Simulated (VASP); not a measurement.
Write the native input for VASP 6.6.1 that does the following.

```yaml
Task: single point
Functional: PBE
Potentials_or_basis: VASP PAW PBE potentials, release 64 (Al)
Cutoff: 520 eV
k_mesh: 11 × 11 × 6
Occupations: fermi-dirac, width 0.05 eV
Spin: no spin polarisation
Dipole_correction: no
Further_INCAR_settings: ALGO = Normal; EDIFF = 1e-06; NBANDS = 10
```

The structure of Al lies in POSCAR:

```
Al
1.0
    2.8539725649      0.0000000000      0.0000000000
   -1.4269862824      2.4716127429      0.0000000000
    0.0000000000      0.0000000000      4.7169258358
Al
2
Direct
    0.3333333333      0.6666666667      0.2500000000
    0.6666666667      0.3333333333      0.7500000000
```

The input as run:

INCAR

```
SYSTEM = Al
PREC = Accurate
ENCUT = 520
EDIFF = 1E-6
ISMEAR = -1
SIGMA = 0.05
LREAL = .False.
LASPH = .True.
NELM = 100
ALGO = Normal
ISIF = 2
LWAVE = .False.
LCHARG = .True.
GGA = PE
LELF = .True.
LVHAR = .True.
NBANDS = 10
```

KPOINTS

```
regular mesh
0
Gamma
  11 11 6
  0 0 0
```

Potentials or basis: VASP PAW PBE potentials, release 64 (Al).

Launch:

```sh
$ cat potpaw_PBE.64/Al/POTCAR > POTCAR
$ mpirun -np 1 vasp_std > vasp.out
```

It gave:

| Quantity | Value |
| --- | --- |
| Pressure | 0.0 GPa |
| Band gap on the k mesh | zero (band 3 reaches 11.84 eV, above the bottom of band 4 at 4.87 eV) |

Run time: 5.4 s on 1 thread of Intel(R) Xeon(R) 6975P-C (Granite Rapids) (shared host), peak memory 0.15 GiB.
